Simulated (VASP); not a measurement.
# PbS (Fm-3m) in VASP: notebook

The runs below take PbS through single point, with PBEsol.

Everything below comes from runs of VASP 6.6.1. Logs are shortened: lines on timing, memory, paths and dates and some standing lists are left out, and cuts for length are marked.

### 1 The cell of the first run

The structure is cubic, space group Fm-3m (No. 225). Conventional cell: a = 5.823 Å, b = 5.823 Å, c = 5.823 Å, α = 90.00°, β = 90.00°, γ = 90.00°. Pb (site symmetry m-3m) has 6 S at 2.91 Å within 3.8 Å. S (site symmetry m-3m) has 6 Pb at 2.91 Å within 3.8 Å.

### 2 Single point, PBEsol (volume scaled by 0.960)

File INCAR:

```
SYSTEM = PbS
PREC = Accurate ; ENCUT = 520
EDIFF = 1E-6 ; ISMEAR = 0
SIGMA = 0.05 ; LREAL = .FALSE.
LASPH = .TRUE. ; NELM = 100
ALGO = Normal ; ISIF = 2
LWAVE = .FALSE. ; LCHARG = .FALSE.
GGA = PS ; NBANDS = 17
```

File KPOINTS:

```
Automatic mesh
0
G
  10 10 10
  0 0 0
```

File POSCAR:

```
PbS
1.0
    0.0000000000      2.9116663022      2.9116663022
    2.9116663022      0.0000000000      2.9116663022
    2.9116663022      2.9116663022      0.0000000000
Pb S
1 1
Direct
    0.5000000000      0.5000000000      0.5000000000
    0.0000000000      0.0000000000      0.0000000000
```

Potentials or basis: VASP PAW PBE potentials, release 64 (Pb_d, S).

The run is started by

```sh
$ cat potpaw_PBE.64/Pb_d/POTCAR potpaw_PBE.64/S/POTCAR > POTCAR
$ mpirun -np 1 vasp_std > vasp.out
```

OUTCAR:

```text
SYSTEM = PbS
   PREC = Accurate
   ENCUT = 520
   EDIFF = 1E-6
   ISMEAR = 0
   LREAL = .FALSE.
   LASPH = .TRUE.
   NELM = 100
   ISIF = 2
   GGA = PS

 ion  position               nearest neighbor table
   1  0.500  0.500  0.500-   2 2.91   2 2.91   2 2.91   2 2.91   2 2.91   2 2.91
   2  0.000  0.000  0.000-   1 2.91   1 2.91   1 2.91   1 2.91   1 2.91   1 2.91

  LATTYP: Found a face centered cubic cell.
 ALAT       =     5.8233326044

  Lattice vectors:

 A1 = (   0.0000000000,   2.9116663022,   2.9116663022)
 A2 = (   2.9116663022,   0.0000000000,   2.9116663022)
 A3 = (   2.9116663022,   2.9116663022,   0.0000000000)

Analysis of symmetry for initial positions (statically):
=====================================================================
 Subroutine PRICEL returns:
 Original cell was already a primitive cell.

 Routine SETGRP: Setting up the symmetry group for a
 face centered cubic supercell.

 Subroutine GETGRP returns: Found 48 space group operations
 (whereof 48 operations were pure point group operations)
 out of a pool of 48 trial point group operations.

The static configuration has the point symmetry O_h .

Analysis of symmetry for dynamics (positions and initial velocities):
=====================================================================
 Subroutine PRICEL returns:
 Original cell was already a primitive cell.

 Routine SETGRP: Setting up the symmetry group for a
 face centered cubic supercell.

 Subroutine GETGRP returns: Found 48 space group operations
 (whereof 48 operations were pure point group operations)
 out of a pool of 48 trial point group operations.

The dynamic configuration has the point symmetry O_h .

 Subroutine INISYM returns: Found 48 space group operations
 (whereof 48 operations are pure point group operations),
 and found     1 'primitive' translations

----------------------------------------------------------------------------------------

                                     Primitive cell

  volume of cell :      49.3691

  direct lattice vectors                    reciprocal lattice vectors
     0.000000000  2.911666302  2.911666302    -0.171722975  0.171722975  0.171722975
     2.911666302  0.000000000  2.911666302     0.171722975 -0.171722975  0.171722975
     2.911666302  2.911666302  0.000000000     0.171722975  0.171722975 -0.171722975

[... 73 lines left out ...]
 SYSTEM =  PbS
   PREC   = accura    normal or accurate (medium, high low for compatibility)
   ISTART =      0    job   : 0-new  1-cont  2-samecut
   ICHARG =      2    charge: 1-file 2-atom 10-const
   ISPIN  =      1    spin polarized calculation?
   LNONCOLLINEAR =      F non collinear calculations
   LSORBIT =      F    spin-orbit coupling
   LASPH  =      T    aspherical Exc in radial PAW
   ENCUT  =  520.0 eV  38.22 Ry    6.18 a.u.   7.66  7.66  7.66*2*pi/ulx,y,z
   NELM   =    100;   NELMIN=  2; NELMDL= -5     # of ELM steps
   EDIFF  = 0.1E-05   stopping-criterion for ELM
   LREAL  =      F    real-space projection
   EDIFFG = 0.1E-04   stopping-criterion for IOM
   NSW    =      0    number of steps for IOM
   IBRION =     -1    ionic relax: 0-MD 1-quasi-New 2-CG
   NFREE  =      0    steps in history (QN), initial steepest desc. (CG)
   ISIF   =      2    stress and relaxation
   ISYM   =      2    0-nonsym 1-usesym 2-fastsym
   POTIM  = 0.5000    time-step for ionic-motion
   TEBEG  =    0.0;   TEEND  =   0.0 temperature during run
   PSTRESS=    0.0 pullay stress
   NELECT =      20.0000    total number of electrons
   NUPDOWN=      -1.0000    fix difference up-down
   EMIN   =  10.00;   EMAX   =-10.00  energy-range for DOS
   EFERMI =   0.00;   METHOD = LEGACY
   ISMEAR =     0;   SIGMA  =   0.05  broadening in eV -4-tet -1-fermi 0-gaus
   EFERMI_NEDOS =   21; number of points for ismear=-14 and -15
   IALGO  =     38    algorithm
   IMIX   =      4    mixing-type and parameters
     AMIX     =   0.40;   BMIX     =  1.00
     AMIX_MAG =   1.60;   BMIX_MAG =  1.00
  volume/ion in A,a.u.               =      24.68       166.58
  Fermi-wavevector in a.u.,A,eV,Ry     =   1.211341  2.289103 19.964482  1.467348
  Thomas-Fermi vector in A             =   2.346860
   LORBIT       =      0    0 simple, 1 ext, 2 COOP (PROOUT), +10 PAW based schemes
   GGA     = PS    functional components
   LHFCALC =     F    Hartree Fock is set to
   AEXX    =    0.0000 exact exchange contribution
   IVDW    =     0    specifies the selected vdW correction
   LEPSILON=     F    determine dielectric tensor
   LRPA    =     F    only Hartree local field effects (RPA)
 non-spin polarized calculation
 Gauss-broadening in eV      SIGMA  =   0.05
  energy-cutoff  :      520.00
  volume of cell :       49.37
 maximum number of plane-waves:      1363
   NGX = 15   NGY = 15   NGZ = 15

 number of electron      19.9999999 magnetization

 Free energy of the ion-electron system (eV)
  ---------------------------------------------------
  ext. energy  EPLUGINS =         0.00000000
  ---------------------------------------------------
  free energy    TOTEN  =        -9.43991637 eV

  energy without entropy =       -9.43971350  energy(sigma->0) =       -9.43981494

 E-fermi :   6.5249     XC(G=0): -10.1482

 val. band max:        6.5085983025   @ k =   0.5000   0.0000   0.0000
 cond. band min:       6.5412387409   @ k =   0.5000   0.0000   0.0000
 fundamental gap:      0.0326404383
 Fermi energy:         6.5249185215

 k-point     1 :       0.0000    0.0000    0.0000
  band No.  band energies     occupation
      1     -10.4112      2.00000
      2     -10.4112      2.00000
      3     -10.4112      2.00000
      4     -10.3997      2.00000
      5     -10.3997      2.00000
      6      -7.6875      2.00000
[... 457 lines left out ...]
      4     -10.3534      2.00000
      5     -10.3482      2.00000
      6      -6.2469      2.00000
[... 9 lines left out ...]
     16      17.5142      0.00000
     17      18.0782      0.00000

 [... further k-points ...]
[... 5 lines left out ...]
  --------------------------------------------------------------------------------------
  -------------------------------------------------------------------------------------
  Total        0.7979662      0.7979662      0.7979662      0.0000000     -0.0000000     -0.0000000
  in kB       25.8964529     25.8964529     25.8964529      0.0000000     -0.0000000     -0.0000000
  external PRESSURE =      25.8964529 kB  Pullay stress =       0.0000000 kB

 VOLUME and BASIS-vectors are now :
 -----------------------------------------------------------------------------
  energy-cutoff  :      520.00
  volume of cell :       49.37
      direct lattice vectors                 reciprocal lattice vectors
     0.000000000  2.911666302  2.911666302    -0.171722975  0.171722975  0.171722975
     2.911666302  0.000000000  2.911666302     0.171722975 -0.171722975  0.171722975
     2.911666302  2.911666302  0.000000000     0.171722975  0.171722975 -0.171722975

 POSITION                                       TOTAL-FORCE (eV/Angst)
 -----------------------------------------------------------------------------------
      2.91167      2.91167      2.91167        -0.000000      0.000000      0.000000
      0.00000      0.00000      0.00000         0.000000      0.000000     -0.000000
 -----------------------------------------------------------------------------------
    total drift:                                0.000000     -0.000000      0.000000

  FREE ENERGIE OF THE ION-ELECTRON SYSTEM (eV)
  ---------------------------------------------------
  free  energy   TOTEN  =        -9.4399163702 eV

  energy  without entropy=       -9.4397135013  energy(sigma->0) =       -9.43981494
```

OSZICAR:

```text
N       E                     dE             d eps       ncg     rms          rms(c)
DAV:   1     0.150981663796E+03    0.15098E+03   -0.99956E+03  1598   0.126E+03
DAV:   2     0.177729452691E+01   -0.14920E+03   -0.14406E+03  1697   0.316E+02
DAV:   3    -0.950360906242E+01   -0.11281E+02   -0.11090E+02  2109   0.887E+01
DAV:   4    -0.980004081326E+01   -0.29643E+00   -0.29605E+00  2033   0.148E+01
DAV:   5    -0.980833346208E+01   -0.82926E-02   -0.82920E-02  2296   0.262E+00    0.486E+00
DAV:   6    -0.944470482036E+01    0.36363E+00   -0.99328E-01  2556   0.758E+00    0.330E+00
DAV:   7    -0.944024680286E+01    0.44580E-02   -0.10587E-01  2015   0.172E+00    0.172E+00
DAV:   8    -0.944009902966E+01    0.14777E-03   -0.10383E-02  1959   0.108E+00    0.108E-01
DAV:   9    -0.943986260007E+01    0.23643E-03   -0.18735E-03  2597   0.366E-01    0.743E-02
DAV:  10    -0.943991595675E+01   -0.53357E-04   -0.16480E-04  1807   0.786E-02    0.319E-02
DAV:  11    -0.943991646141E+01   -0.50465E-06   -0.17665E-05  2248   0.457E-02    0.107E-02
DAV:  12    -0.943991637017E+01    0.91241E-07   -0.15166E-06  1571   0.179E-02
   1 F= -.94399164E+01 E0= -.94398149E+01  d E =-.202869E-03
```

stdout:

```text
POSCAR found type information on POSCAR PbS
 POSCAR found :  2 types and       2 ions
 scaLAPACK will be used
 -----------------------------------------------------------------------------
|                                                                             |
|                                                                             |
|     You enforced a specific xc type in the INCAR file but a different       |
|     I HOPE YOU KNOW WHAT YOU ARE DOING!                                     |
|                                                                             |
 -----------------------------------------------------------------------------

 LDA part: xc-table for (Slater+PW92), standard interpolation
 POSCAR, INCAR and KPOINTS ok, starting setup
 FFT: planning ... GRIDC
 FFT: planning ... GRID_SOFT
 FFT: planning ... GRID
 WAVECAR not read
 entering main loop
```

It took 15 s on 1 thread of Intel Xeon 6975P-C (Granite Rapids), shared host; peak memory 0.19 GiB.

What came out:

```
Free energy            : -9.4399 eV
Pressure               : 2.6 GPa
Band gap on the k mesh : 0.03 eV, direct
```

Levels at points of the mesh, in eV from the valence-band top:
```tsv
k point	band 8	band 9	band 10	band 11	band 12	band 13
(0.00, 0.00, 0.00)	-2.53	-2.53	-2.53	5.25	5.25	5.25
(0.50, 0.00, 0.00)	-2.08	-2.08	0.00	0.03	1.69	1.69
(0.50, 0.50, 0.00)	-5.82	-3.91	-3.91	3.40	5.64	5.78
```

Caveat: the cell differs from its parent crystal (volume scaled by 0.960); the PAW data sets were made with another functional, which shifts forces and pressure a little; spin-orbit coupling is left out, which moves the levels of the heavy elements. A k mesh can miss the band edges.

### 3 Single point, PBEsol (volume scaled by 0.980)

File INCAR:

```
SYSTEM = PbS
  PREC = Accurate
  ENCUT = 520
  EDIFF = 1E-7
  ISMEAR = 0
  SIGMA = 0.05
  LREAL = .FALSE.
  LASPH = .TRUE.
  NELM = 80
  ALGO = Normal
  ISIF = 2
  LWAVE = .FALSE.
  LCHARG = .FALSE.
  GGA = PS
  NBANDS = 17
```

File KPOINTS:

```
regular mesh
0
G
  10 10 10
  0 0 0
```

File POSCAR:

```
PbS
1.0
    0.0000000000      2.9317473940      2.9317473940
    2.9317473940      0.0000000000      2.9317473940
    2.9317473940      2.9317473940      0.0000000000
Pb S
1 1
Direct
    0.5000000000      0.5000000000      0.5000000000
    0.0000000000      0.0000000000      0.0000000000
```

Potentials or basis: VASP PAW PBE potentials, release 64 (Pb_d, S).

The run is started by

```sh
$ cat potpaw_PBE.64/Pb_d/POTCAR potpaw_PBE.64/S/POTCAR > POTCAR
$ mpirun -np 1 vasp_std > vasp.out
```

Wall time 18 s (1 thread of Intel Xeon 6975P-C (Granite Rapids), shared host); peak memory 0.19 GiB.

Results (log left out):

```
Free energy            : -9.4526 eV
Pressure               : 1.2 GPa
Band gap on the k mesh : 0.12 eV, direct
```

Levels at points of the mesh, in eV from the valence-band top:
```csv
k point,band 8,band 9,band 10,band 11,band 12,band 13
"(0.00, 0.00, 0.00)",-2.39,-2.39,-2.39,5.22,5.22,5.22
"(0.50, 0.00, 0.00)",-1.96,-1.96,0.00,0.12,1.77,1.77
"(0.50, 0.50, 0.00)",-5.60,-3.74,-3.74,3.52,5.60,5.73
```

Caveat: the cell differs from its parent crystal (volume scaled by 0.980); the PAW data sets were made with another functional, which shifts forces and pressure a little; spin-orbit coupling is left out, which moves the levels of the heavy elements. A k mesh can miss the band edges.

### 4 Single point, PBEsol

This run uses another cell than the first one, of 26.09 Å³/atom, 1.057 times its volume.

File INCAR:

```
SYSTEM = PbS
ALGO = Normal
EDIFF = 1E-6
ENCUT = 520
GGA = PS
ISIF = 2
ISMEAR = 0
LASPH = .True.
LCHARG = .False.
LREAL = .False.
LWAVE = .False.
NBANDS = 17
NELM = 60
PREC = Accurate
SIGMA = 0.05
```

File KPOINTS:

```
k-points
0
Gamma
  10 10 10
  0 0 0
```

File POSCAR:

```
PbS
1.0
    0.0000000000      2.9659144550      2.9659144550
    2.9659144550      0.0000000000      2.9659144550
    2.9659144550      2.9659144550      0.0000000000
Pb S
1 1
Direct
    0.5000000000      0.5000000000      0.5000000000
    0.0000000000      0.0000000000      0.0000000000
```

The run is started by

```sh
$ cat potpaw_PBE.64/Pb_d/POTCAR potpaw_PBE.64/S/POTCAR > POTCAR
$ mpirun -np 1 vasp_std > vasp.out
```

Wall time 17 s (1 thread of Intel Xeon 6975P-C (Granite Rapids), shared host); peak memory 0.19 GiB.

Results (log left out):

* Free energy: -9.4550 eV
* Pressure: -0.9 GPa
* Band gap on the k mesh: 0.25 eV, direct

Levels at points of the mesh, in eV from the valence-band top:
```
           k point  band 8  band 9  band 10  band 11  band 12  band 13
(0.00, 0.00, 0.00)   -2.17   -2.17    -2.17     5.16     5.16     5.16
(0.50, 0.00, 0.00)   -1.77   -1.77     0.00     0.25     1.89     1.89
(0.50, 0.50, 0.00)   -5.25   -3.46    -3.46     3.72     5.53     5.64
```

Caveat: the PAW data sets were made with another functional, which shifts forces and pressure a little; spin-orbit coupling is left out, which moves the levels of the heavy elements.

### 5 Overview

```tsv
cell	gap on the mesh (eV)	pressure (GPa)
a = 4.118 Å, angles 60.0°, 2 atoms	0.03	2.6
a = 4.146 Å, angles 60.0°, 2 atoms	0.12	1.2
a = 4.194 Å, angles 60.0°, 2 atoms	0.25	-0.9
```

Alike in all rows: task single point; level PBEsol; potentials or basis VASP PAW PBE potentials, release 64 (Pb_d, S); no spin polarisation; k mesh 10 × 10 × 10; cutoff (eV) 520; smearing gaussian 0.05 eV.

Caveats: the PAW data sets were made with another functional, which shifts forces and pressure a little; spin-orbit coupling is left out, which moves the levels of the heavy elements.

Total energies depend on the potentials used, so only differences within one code and one set of settings carry meaning.
